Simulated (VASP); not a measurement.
# ZrGaH3 (P6/mmm) in VASP: further runs

The runs below take ZrGaH3 through single point, relaxation of cell and atoms, with PBE.

All numbers are computed with VASP 6.6.1; they aren't measurements. Logs are shortened: lines on timing, memory, paths and dates and some standing lists are left out, and cuts for length are marked.

## (1) The cell of the first run

It takes space group P6/mmm (No. 191, hexagonal). Conventional cell: a = 3.267 Å, b = 3.267 Å, c = 4.389 Å, α = 90.00°, β = 90.00°, γ = 120.00°. Within 2.2 Å of Zr (site symmetry 6/mmm) lie 6 H at 1.63 Å and 2 Ga at 2.19 Å. Within 2.9 Å of Ga (site symmetry 6/mmm) lie 2 Zr at 2.19 Å and 12 H at 2.74 Å. Within 2.2 Å of H (site symmetry mmm) lie 2 Zr at 1.63 Å and 4 H at 1.63 Å.

## (2) Single point, PBE

Input file INCAR:

```
SYSTEM = ZrGaH3
ALGO = Normal
EDIFF = 1E-6
ENCUT = 520
GGA = PE
ISIF = 2
ISMEAR = 0
LASPH = .True.
LCHARG = .False.
LREAL = .False.
LWAVE = .False.
NBANDS = 22
NELM = 80
PREC = Accurate
SIGMA = 0.1
```

Input file KPOINTS:

```
k-points
0
Gamma
  6 6 4
  0 0 0
```

Input file POSCAR:

```
ZrGaH3
1.0
    3.2671800400      0.0000000000      0.0000000000
   -1.6335900200      2.8294609200      0.0000000000
    0.0000000000      0.0000000000      4.3885796400
Zr Ga H
1 1 3
Direct
    0.0000000000      0.0000000000      0.5000000000
    0.0000000000      0.0000000000      0.0000000000
    0.5000000000      0.0000000000      0.5000000000
    0.0000000000      0.5000000000      0.5000000000
    0.5000000000      0.5000000000      0.5000000000
```

Potentials or basis: VASP PAW PBE potentials, release 64 (Zr_sv, Ga_d, H).

The run is started by

```bash
cat potpaw_PBE.64/Zr_sv/POTCAR potpaw_PBE.64/Ga_d/POTCAR potpaw_PBE.64/H/POTCAR > POTCAR
mpirun -np 1 vasp_std > vasp.out
```

OUTCAR:

```text
SYSTEM = ZrGaH3
   EDIFF = 1E-6
   ENCUT = 520
   GGA = PE
   ISIF = 2
   ISMEAR = 0
   LASPH = .True.
   LREAL = .False.
   NELM = 80
   PREC = Accurate

 ion  position               nearest neighbor table
   1  0.000  0.000  0.500-   3 1.63   3 1.63   5 1.63   4 1.63   4 1.63   5 1.63   2 2.19   2 2.19

   2  0.000  0.000  0.000-   1 2.19   1 2.19
   3  0.500  0.000  0.500-   1 1.63   1 1.63
   4  0.000  0.500  0.500-   1 1.63   1 1.63
   5  0.500  0.500  0.500-   1 1.63   1 1.63

  LATTYP: Found a hexagonal cell.
 ALAT       =     3.2671800400
 C/A-ratio  =     1.3432316512

  Lattice vectors:

 A1 = (   3.2671800400,   0.0000000000,   0.0000000000)
 A2 = (  -1.6335900200,   2.8294609200,   0.0000000000)
 A3 = (   0.0000000000,   0.0000000000,   4.3885796400)

Analysis of symmetry for initial positions (statically):
=====================================================================
 Subroutine PRICEL returns:
 Original cell was already a primitive cell.

 Routine SETGRP: Setting up the symmetry group for a
 hexagonal supercell.

 Subroutine GETGRP returns: Found 24 space group operations
 (whereof 24 operations were pure point group operations)
 out of a pool of 24 trial point group operations.

The static configuration has the point symmetry D_6h.

Analysis of symmetry for dynamics (positions and initial velocities):
=====================================================================
 Subroutine PRICEL returns:
 Original cell was already a primitive cell.

 Routine SETGRP: Setting up the symmetry group for a
 hexagonal supercell.

 Subroutine GETGRP returns: Found 24 space group operations
 (whereof 24 operations were pure point group operations)
 out of a pool of 24 trial point group operations.

The dynamic configuration has the point symmetry D_6h.

 Subroutine INISYM returns: Found 24 space group operations
 (whereof 24 operations are pure point group operations),
 and found     1 'primitive' translations

----------------------------------------------------------------------------------------

                                     Primitive cell

  volume of cell :      40.5696

  direct lattice vectors                    reciprocal lattice vectors
     3.267180040  0.000000000  0.000000000     0.306074348  0.176712107  0.000000000
    -1.633590020  2.829460920  0.000000000     0.000000000  0.353424213  0.000000000
     0.000000000  0.000000000  4.388579640     0.000000000  0.000000000  0.227864157

  length of vectors
     3.267180040  3.267180046  4.388579640     0.353424214  0.353424213  0.227864157

  position of ions in fractional coordinates (direct lattice)
     0.000000000  0.000000000  0.500000000
     0.000000000  0.000000000  0.000000000
     0.500000000  0.000000000  0.500000000
     0.000000000  0.500000000  0.500000000
     0.500000000  0.500000000  0.500000000

  ion indices of the primitive-cell ions
   primitive index   ion index
                 1           1
                 2           2
                 3           3
                 4           4
                 5           5

----------------------------------------------------------------------------------------

 KPOINTS: k-points

Automatic generation of k-mesh.
 Grid dimensions read from file:
 generate k-points for:    6    6    4

 Generating k-lattice:

  Cartesian coordinates                     Fractional coordinates (reciprocal lattice)
     0.051012391  0.029452018  0.000000000     0.166666667  0.000000000  0.000000000
     0.000000000  0.058904036  0.000000000     0.000000000  0.166666667  0.000000000
     0.000000000  0.000000000  0.056966039     0.000000000  0.000000000  0.250000000

  Length of vectors
     0.058904036  0.058904036  0.056966039

  Shift w.r.t. Gamma in fractional coordinates (k-lattice)
     0.000000000  0.000000000  0.000000000

 Subroutine IBZKPT returns following result:
 ===========================================

 Found     21 irreducible k-points:

 Following reciprocal coordinates:
            Coordinates               Weight
  0.000000  0.000000  0.000000      1.000000
  0.166667  0.000000  0.000000      6.000000
  0.333333  0.000000  0.000000      6.000000
  0.500000  0.000000  0.000000      3.000000
  0.166667  0.166667  0.000000      6.000000
  0.333333  0.166667  0.000000     12.000000
[... 13 lines left out ...]
  0.333333  0.166667  0.500000     12.000000
  0.333333  0.333333  0.500000      2.000000
   k-points           NKPTS =     21   k-points in BZ     NKDIM =     21   number of bands    NBANDS=     22
   number of dos      NEDOS =    301   number of ions     NIONS =      5
   total plane-waves  NPLWV =  20736
   dimension x,y,z NGX =    24 NGY =   24 NGZ =   36
   dimension x,y,z NGXF=    48 NGYF=   48 NGZF=   72
   ions per type =               1   1   3
   NGX,Y,Z   is equivalent  to a cutoff of  12.21, 12.21, 13.64 a.u.
   NGXF,Y,Z  is equivalent  to a cutoff of  24.42, 24.42, 27.27 a.u.
 SYSTEM =  ZrGaH3
[... 22 lines left out ...]
   EMIN   =  10.00;   EMAX   =-10.00  energy-range for DOS
   EFERMI =   0.00;   METHOD = LEGACY
   ISMEAR =     0;   SIGMA  =   0.10  broadening in eV -4-tet -1-fermi 0-gaus
   EFERMI_NEDOS =   21; number of points for ismear=-14 and -15
   IALGO  =     38    algorithm
   IMIX   =      4    mixing-type and parameters
     AMIX     =   0.40;   BMIX     =  1.00
     AMIX_MAG =   1.60;   BMIX_MAG =  1.00
  volume/ion in A,a.u.               =       8.11        54.76
  Fermi-wavevector in a.u.,A,eV,Ry     =   1.446751  2.733964 28.478215  2.093090
  Thomas-Fermi vector in A             =   2.564784
   LORBIT       =      0    0 simple, 1 ext, 2 COOP (PROOUT), +10 PAW based schemes
   GGA     = PE    functional components
   LHFCALC =     F    Hartree Fock is set to
   AEXX    =    0.0000 exact exchange contribution
   IVDW    =     0    specifies the selected vdW correction
   LEPSILON=     F    determine dielectric tensor
   LRPA    =     F    only Hartree local field effects (RPA)
 non-spin polarized calculation
 Gauss-broadening in eV      SIGMA  =   0.10
  energy-cutoff  :      520.00
  volume of cell :       40.57
 maximum number of plane-waves:      1104
   NGX = 13   NGY = 13   NGZ = 17

 number of electron      28.0000001 magnetization

 Free energy of the ion-electron system (eV)
  ---------------------------------------------------
  ext. energy  EPLUGINS =         0.00000000
  ---------------------------------------------------
  free energy    TOTEN  =       -13.41602787 eV

  energy without entropy =      -13.40587360  energy(sigma->0) =      -13.41095074

 E-fermi :   7.9195     XC(G=0): -11.7612

 val. band max:        7.7517233088   @ k =   0.1667   0.1667   0.0000
 cond. band min:       7.9410109919   @ k =   0.3333   0.1667   0.2500
 fundamental gap:      0.1892876830
 Fermi energy:         7.9195115288

 k-point     1 :       0.0000    0.0000    0.0000
  band No.  band energies     occupation
      1     -39.3689      2.00000
      2     -18.1751      2.00000
      3     -17.2832      2.00000
      4     -17.2832      2.00000
      5      -7.6302      2.00000
      6      -7.3148      2.00000
[... 14 lines left out ...]
     21      20.4551      0.00000
     22      22.2686      0.00000

 k-point     2 :       0.1667    0.0000    0.0000
  band No.  band energies     occupation
      1     -39.3349      2.00000
      2     -18.1450      2.00000
      3     -17.6520      2.00000
      4     -17.3716      2.00000
      5      -7.6159      2.00000
      6      -7.3357      2.00000
[... 14 lines left out ...]
     21      20.7678      0.00000
     22      21.0896      0.00000

 k-point     3 :       0.3333    0.0000    0.0000
  band No.  band energies     occupation
      1     -39.2659      2.00000
      2     -18.3193      2.00000
      3     -18.0842      2.00000
      4     -17.5423      2.00000
      5      -7.5930      2.00000
      6      -7.3779      2.00000
[... 14 lines left out ...]
     21      17.7982      0.00000
     22      19.5925      0.00000
[... 401 lines left out ...]
 k-point    20 :       0.3333    0.1667    0.5000
  band No.  band energies     occupation
      1     -39.2237      2.00000
      2     -18.4759      2.00000
      3     -18.2976      2.00000
      4     -17.8206      2.00000
      5      -7.2951      2.00000
      6      -7.2658      2.00000
[... 14 lines left out ...]
     21      18.3610      0.00000
     22      19.0746      0.00000

 k-point    21 :       0.3333    0.3333    0.5000
  band No.  band energies     occupation
      1     -39.2062      2.00000
      2     -18.2814      2.00000
      3     -18.2590      2.00000
      4     -18.2590      2.00000
      5      -7.2848      2.00000
      6      -7.2848      2.00000
[... 14 lines left out ...]
     21      19.3147      0.00000
     22      19.3147      0.00000

------------------------ aborting loop because EDIFF is reached ----------------------------------------

  FORCE on cell =-STRESS in cart. coord.  units (eV):
  Direction    XX          YY          ZZ          XY          YZ          ZX
  --------------------------------------------------------------------------------------
  -------------------------------------------------------------------------------------
  Total       18.8348337     18.8348337     31.8688784      0.0000000     -0.0000000      0.0000000
  in kB      743.8264546    743.8264580   1258.5677827      0.0000000     -0.0000000      0.0000000
  external PRESSURE =     915.4068984 kB  Pullay stress =       0.0000000 kB

 VOLUME and BASIS-vectors are now :
 -----------------------------------------------------------------------------
  energy-cutoff  :      520.00
  volume of cell :       40.57
      direct lattice vectors                 reciprocal lattice vectors
     3.267180040  0.000000000  0.000000000     0.306074348  0.176712107  0.000000000
    -1.633590020  2.829460920  0.000000000     0.000000000  0.353424213  0.000000000
     0.000000000  0.000000000  4.388579640     0.000000000  0.000000000  0.227864157

 POSITION                                       TOTAL-FORCE (eV/Angst)
 -----------------------------------------------------------------------------------
      0.00000      0.00000      2.19429         0.000000      0.000000      0.000000
      0.00000      0.00000      0.00000         0.000000      0.000000      0.000000
      1.63359      0.00000      2.19429        -0.000000      0.000000      0.000000
     -0.81680      1.41473      2.19429         0.000000      0.000000      0.000000
      0.81680      1.41473      2.19429        -0.000000      0.000000      0.000000
 -----------------------------------------------------------------------------------
    total drift:                                0.000000      0.000000     -0.000000

  FREE ENERGIE OF THE ION-ELECTRON SYSTEM (eV)
  ---------------------------------------------------
  free  energy   TOTEN  =       -13.4160278701 eV

  energy  without entropy=      -13.4058736035  energy(sigma->0) =      -13.41095074
```

Run time: 37 s. Hardware: 1 thread of AMD EPYC 9R45, shared host; peak memory 0.13 GiB.

What came out:

| Quantity | Value |
| --- | --- |
| Free energy | -13.4160 eV |
| Pressure | 91.5 GPa |
| Band gap on the k mesh | zero (band 14 reaches 9.26 eV, above the bottom of band 15 at 6.75 eV) |

Levels at points of the mesh, in eV from the Fermi level:
```tsv
k point	band 12	band 13	band 14	band 15	band 16	band 17
(0.00, 0.00, 0.00)	-4.04	-4.04	0.86	3.66	3.66	7.48
(0.50, 0.00, 0.00)	-4.22	-0.75	0.04	2.10	2.71	4.78
(0.00, 0.00, 0.50)	-4.03	-4.03	-2.24	2.17	2.17	8.41
(0.50, 0.00, 0.50)	-3.31	-3.29	-1.01	0.75	2.50	4.84
```

Caveat: the k points lie up to 0.37 Å⁻¹ apart.

## (3) Single point, PBE

This run uses another cell than the first one, of 15.19 Å³/atom, 1.872 times its volume.

Input file INCAR:

```
SYSTEM = ZrGaH3
  PREC = Accurate
  ENCUT = 520
  EDIFF = 1E-7
  ISMEAR = 0
  SIGMA = 0.1
  LREAL = .False.
  LASPH = .True.
  NELM = 60
  ALGO = Normal
  ISIF = 2
  LWAVE = .False.
  LCHARG = .True.
  GGA = PE
  LELF = .True.
  LVHAR = .True.
  NBANDS = 22
```

Input file KPOINTS:

```
regular mesh
0
Gamma
  6 6 4
  0 0 0
```

POSCAR: that of step 2 with these lines changed.

```diff
@@ -2,5 +2,5 @@
 1.0
-    3.2671800400      0.0000000000      0.0000000000
-   -1.6335900200      2.8294609200      0.0000000000
-    0.0000000000      0.0000000000      4.3885796400
+    3.9049416271      0.0000000000      0.0000000000
+   -1.9524708136      3.3817786494      0.0000000000
+    0.0000000000      0.0000000000      5.7501987534
 Zr Ga H
```

Potentials or basis: VASP PAW PBE potentials, release 64 (Zr_sv, Ga_d, H).

The run is started by

```bash
cat potpaw_PBE.64/Zr_sv/POTCAR potpaw_PBE.64/Ga_d/POTCAR potpaw_PBE.64/H/POTCAR > POTCAR
mpirun -np 1 vasp_std > vasp.out
```

It took 73 s on 1 thread of AMD EPYC 9R45, shared host; peak memory 0.18 GiB.

Results (log left out):

- Free energy: -19.6865 eV
- Pressure: -0.1 GPa
- Band gap on the k mesh: zero (band 14 reaches 3.54 eV, above the bottom of band 15 at 2.02 eV)

Stress tensor (GPa, compression positive):
```
-0.05  0.00  0.00
 0.00 -0.05  0.00
 0.00  0.00 -0.18
```

Levels at points of the mesh, in eV from the Fermi level:
| k point | band 12 | band 13 | band 14 | band 15 | band 16 | band 17 |
| --- | --- | --- | --- | --- | --- | --- |
| (0.00, 0.00, 0.00) | -2.39 | -2.39 | -0.48 | 2.41 | 2.41 | 3.13 |
| (0.50, 0.00, 0.00) | -3.90 | 0.02 | 0.27 | 0.90 | 1.40 | 1.98 |
| (0.00, 0.00, 0.50) | -2.39 | -2.39 | -1.63 | 1.95 | 1.95 | 5.10 |
| (0.50, 0.00, 0.50) | -3.72 | -1.58 | -0.95 | 1.04 | 1.29 | 2.68 |

## (4) Relaxation of cell and atoms, PBE

Input file INCAR:

```
SYSTEM = ZrGaH3
PREC = Accurate ; ENCUT = 600
EDIFF = 1E-6 ; ISMEAR = 0
SIGMA = 0.1 ; LREAL = .FALSE.
LASPH = .TRUE. ; NELM = 100
ALGO = Normal ; ISIF = 3
LWAVE = .FALSE. ; LCHARG = .FALSE.
GGA = PE ; IBRION = 2
NSW = 90 ; EDIFFG = -0.04
```

Input file KPOINTS:

```
Automatic mesh
0
G
  6 6 4
  0 0 0
```

POSCAR: that of step 3 with these lines changed.

```diff
@@ -2,5 +2,5 @@
 1.0
-    3.9049416271      0.0000000000      0.0000000000
-   -1.9524708136      3.3817786494      0.0000000000
-    0.0000000000      0.0000000000      5.7501987534
+    3.2671800400      0.0000000000      0.0000000000
+   -1.6335900200      2.8294609200      0.0000000000
+    0.0000000000      0.0000000000      4.3885796400
 Zr Ga H
```

The run is started by

```bash
cat potpaw_PBE.64/Zr_sv/POTCAR potpaw_PBE.64/Ga_d/POTCAR potpaw_PBE.64/H/POTCAR > POTCAR
mpirun -np 1 vasp_std > vasp.out
```

Run time: 3 min. Hardware: 1 thread of AMD EPYC 9R45, shared host; peak memory 0.16 GiB.

The run converged. Its results:

```
Free energy                            : -19.6249 eV
Relaxed volume                         : 15.05 Å³/atom
Relaxed cell                           : a = 3.894 Å, b = 3.894 Å, c = 5.731 Å, α = 90.00°, β = 90.00°, γ = 120.00°
Space group after relaxing (to 0.05 Å) : P6/mmm (No. 191)
Energy gained by relaxing              : 1241.4 meV/atom
Ionic steps                            : 6
Pressure after relaxing                : -0.2 GPa
Band gap on the k mesh                 : zero (band 14 reaches 3.60 eV, above the bottom of band 15 at 2.06 eV)
```

Stress tensor (GPa, compression positive):
```
-0.03  0.00  0.00
 0.00 -0.03  0.00
 0.00  0.00 -0.41
```

The path:
| step | energy change (eV) | largest force (eV/Å) | pressure (GPa) | volume (Å³) |
| --- | --- | --- | --- | --- |
| 1 | 0.0000 | 0.0000 | 91.61 | 40.57 |
| 2 | -6.2025 | 0.0000 | 0.61 | 74.11 |
| 3 | -6.2000 | 0.0000 | -0.68 | 76.11 |
| 4 | -6.2035 | 0.0000 | 0.10 | 74.91 |
| 5 | -6.2062 | 0.0000 | -0.10 | 75.12 |
| 6 | -6.2069 | 0.0000 | -0.16 | 75.25 |

Final structure:
```xyz
5
Lattice="3.8937 0.0000 0.0000 -1.9468 3.3720 0.0000 0.0000 0.0000 5.7313" Properties=species:S:1:pos:R:3 pbc="T T T"
Zr    0.0000    0.0000    2.8656
Ga    0.0000    0.0000    0.0000
H     1.9468    0.0000    2.8656
H    -0.9734    1.6860    2.8656
H     0.9734    1.6860    2.8656
```

Levels at points of the mesh, in eV from the Fermi level:
| k point | band 10 | band 11 | band 12 | band 13 | band 14 | band 15 | band 16 | band 17 | band 18 |
| --- | --- | --- | --- | --- | --- | --- | --- | --- | --- |
| (0.00, 0.00, 0.00) | -7.72 | -5.93 | -2.42 | -2.42 | -0.49 | 2.42 | 2.42 | 3.17 | 4.83 |
| (0.50, 0.00, 0.00) | -5.42 | -4.41 | -3.91 | 0.01 | 0.26 | 0.91 | 1.42 | 1.99 | 2.94 |
| (0.00, 0.00, 0.50) | -7.32 | -6.22 | -2.41 | -2.41 | -1.65 | 1.96 | 1.96 | 5.13 | 6.11 |
| (0.50, 0.00, 0.50) | -4.75 | -4.59 | -3.74 | -1.61 | -0.96 | 1.05 | 1.29 | 2.70 | 2.94 |

Caveat: the k points lie up to 0.31 Å⁻¹ apart in the final cell; the volume moved by over 15 % at a fixed basis, so the end points are rough.

## (5) Single point, PBE

This run uses another cell than the first one, of 15.10 Å³/atom, 1.861 times its volume.

Input file INCAR:

```
SYSTEM = ZrGaH3
ALGO     = Normal         ! electronic algorithm
EDIFF    = 1E-6           ! SCF threshold, eV
ENCUT    = 520            ! plane-wave cutoff, eV
GGA      = PE             ! functional
ISIF     = 2              ! what is computed and relaxed
ISMEAR   = 0              ! smearing method
LASPH    = .TRUE.         ! aspherical terms in the spheres
LCHARG   = .FALSE.        ! write CHGCAR
LREAL    = .FALSE.        ! projectors in reciprocal space
LWAVE    = .FALSE.        ! write WAVECAR
NBANDS   = 22             ! bands
NELM     = 80             ! most SCF steps
PREC     = Accurate       ! precision mode
SIGMA    = 0.1            ! smearing width, eV
```

Input file KPOINTS:

```
k-points
0
G
  12 12 8
  0 0 0
```

POSCAR: that of step 4 with these lines changed.

```diff
@@ -2,5 +2,5 @@
 1.0
-    3.2671800400      0.0000000000      0.0000000000
-   -1.6335900200      2.8294609200      0.0000000000
-    0.0000000000      0.0000000000      4.3885796400
+    3.9009080260      0.0000000000      0.0000000000
+   -1.9504540130      3.3782854484      0.0000000000
+    0.0000000000      0.0000000000      5.7280371208
 Zr Ga H
```

The run is started by

```bash
cat potpaw_PBE.64/Zr_sv/POTCAR potpaw_PBE.64/Ga_d/POTCAR potpaw_PBE.64/H/POTCAR > POTCAR
mpirun -np 1 vasp_std > vasp.out
```

It took 3.6 min on 1 thread of AMD EPYC 9R45, shared host; peak memory 0.28 GiB.

Results (log left out):

| Property | Result |
| --- | --- |
| Free energy | -19.7241 eV |
| Pressure | 0.0 GPa |
| Band gap on the k mesh | zero (band 14 reaches 3.60 eV, above the bottom of band 15 at 2.05 eV) |

Levels at points of the mesh, in eV from the Fermi level:
```tsv
k point	band 11	band 12	band 13	band 14	band 15	band 16	band 17	band 18
(0.00, 0.00, 0.00)	-5.86	-2.42	-2.42	-0.40	2.45	2.45	3.24	4.88
(0.50, 0.00, 0.00)	-4.38	-3.92	0.09	0.30	0.88	1.50	2.03	2.93
(0.00, 0.00, 0.50)	-6.12	-2.42	-2.42	-1.57	2.00	2.00	5.18	6.17
(0.50, 0.00, 0.50)	-4.51	-3.75	-1.54	-0.89	1.01	1.33	2.76	2.93
```

## (6) Overview

| task | cell | k mesh | cutoff (eV) | gap on the mesh (eV) | pressure (GPa) |
| --- | --- | --- | --- | --- | --- |
| single point | a = 3.267, b = 3.267, c = 4.389 Å, angles 90.0, 90.0, 120.0°, 5 atoms | 6 × 6 × 4 | 520 | none | 91.5 |
| single point | a = 3.905, b = 3.905, c = 5.750 Å, angles 90.0, 90.0, 120.0°, 5 atoms | 6 × 6 × 4 | 520 | none | -0.1 |
| relaxation of cell and atoms | relaxed from a = 3.267, b = 3.267, c = 4.389 Å, angles 90.0, 90.0, 120.0°, 5 atoms | 6 × 6 × 4 | 600 | none | -0.2 |
| single point | a = 3.901, b = 3.901, c = 5.728 Å, angles 90.0, 90.0, 120.0°, 5 atoms | 12 × 12 × 8 | 520 | none | 0.0 |

Alike in all rows: level PBE; potentials or basis VASP PAW PBE potentials, release 64 (Zr_sv, Ga_d, H); no spin polarisation; smearing gaussian 0.1 eV.

Caveats: some runs use coarse meshes; the volume moved by over 15 % at a fixed basis, so the end points are rough (some runs).

Absolute energies hang on the potentials; compare differences alone.
